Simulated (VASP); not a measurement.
LiH3, 4 atoms in the cell. It takes space group Fm-3m (No. 225, cubic). The conventional cell has a = 4.348 Å, b = 4.348 Å, c = 4.348 Å, α = 90.00°, β = 90.00°, γ = 90.00°. Li (site symmetry m-3m) has 14 H at 1.88 to 2.17 Å within 2.5 Å. Within 2.5 Å of H (site symmetry -43m) lie 4 Li at 1.88 Å and 10 H at 1.88 to 2.17 Å. Within 2.5 Å of H (site symmetry m-3m) lie 8 H at 1.88 Å and 6 Li at 2.17 Å. The cell was built from a structure type or drawn by symmetry, and may not be a known phase.

| Quantity | Value |
| --- | --- |
| Program | VASP 6.6.1 |
| Task | single point |
| Functional | PBE |
| Potentials or basis | VASP PAW PBE potentials, release 64 (Li_sv, H) |
| Cutoff | 520 eV |
| k mesh | 18 × 18 × 18 |
| Occupations | gaussian, width 0.1 eV |
| Spin | no spin polarisation |
| Dipole correction | no |
| Further INCAR settings | ALGO = Normal; EDIFF = 1e-07; NBANDS = 11 |

Potentials or basis: VASP PAW PBE potentials, release 64 (Li_sv, H).

Launch:

```bash
$ cat potpaw_PBE.64/Li_sv/POTCAR potpaw_PBE.64/H/POTCAR > POTCAR
$ mpirun -np 1 vasp_std > vasp.out
```

Hardware: 1 thread of Intel(R) Xeon(R) Platinum 8259CL CPU @ 2.50GHz (Skylake/Cascade Lake) (shared host).

Problem. How long does it take, and how much memory?

Solution. It took 29 s on 1 thread of Intel(R) Xeon(R) Platinum 8259CL CPU @ 2.50GHz (Skylake/Cascade Lake), with other jobs on the host, peak memory 0.15 GiB. Counts: scf iterations 11, k points 195.
